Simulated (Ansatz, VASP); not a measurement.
**AlN: VASP beside Ansatz**

Contents of INCAR:

```
SYSTEM = AlN
ALGO = Normal
EDIFF = 1E-6
ENCUT = 600
GGA = PE
GGA_COMPAT = .False.
ISIF = 2
ISMEAR = 0
IVDW = 12
LASPH = .True.
LCHARG = .False.
LREAL = .False.
LWAVE = .False.
NBANDS = 11
NELM = 120
PREC = Accurate
SIGMA = 0.1
```

Contents of KPOINTS:

```
k-points
0
Gamma
  8 8 8
  0 0 0
```

Contents of POSCAR:

```
AlN
1.0
    0.0000000000      2.1839935600      2.1839935600
    2.1839935600      0.0000000000      2.1839935600
    2.1839935600      2.1839935600      0.0000000000
Al N
1 1
Direct
    0.0000000000      0.0000000000      0.0000000000
    0.2500000000      0.2500000000      0.2500000000
```

Input for Ansatz:

```yaml
crystal:
  lattice:
    - [0.0, 2.18399356, 2.18399356]
    - [2.18399356, 0.0, 2.18399356]
    - [2.18399356, 2.18399356, 0.0]
  atoms:
    - { symbol: Al, position: [0.0, 0.0, 0.0] }
    - { symbol: "N", position: [0.25, 0.25, 0.25] }
basis:
  ecutwfc: 420
kpoints:
  mp_grid: { grid: [8, 8, 8] }
hamiltonian:
  xc: pbe
  dispersion: d3bj
  pseudopotentials: { kind: paw, azcp: { folder: soft_1 } }
scf:
  occupations: { method: gaussian, width: 0.1 }
output:
  forces: true
  stress: true
  eigenvalues: true
```

Alike in both runs: task single point; functional PBE; dispersion D3(BJ); k mesh 8 × 8 × 8; occupations gaussian, width 0.1 eV; no spin polarisation.

|  | VASP | Ansatz |
| --- | --- | --- |
| version | VASP 6.6.1 | Ansatz 0.2.0 |
| potentials or method | VASP PAW PBE potentials, release 64 (Al, N), cutoff 600 eV | scalar-relativistic, plane waves, PAW |
| valence electrons in the cell | 8 | 8 |

```tsv
	VASP	Ansatz	Ansatz less VASP
gap on the k mesh at the Fermi level (eV)	3.32	3.32	+0.007
least direct gap on the mesh (eV)	4.20	4.19	-0.009
pressure (GPa)	0.2	0.5	+0.31
```
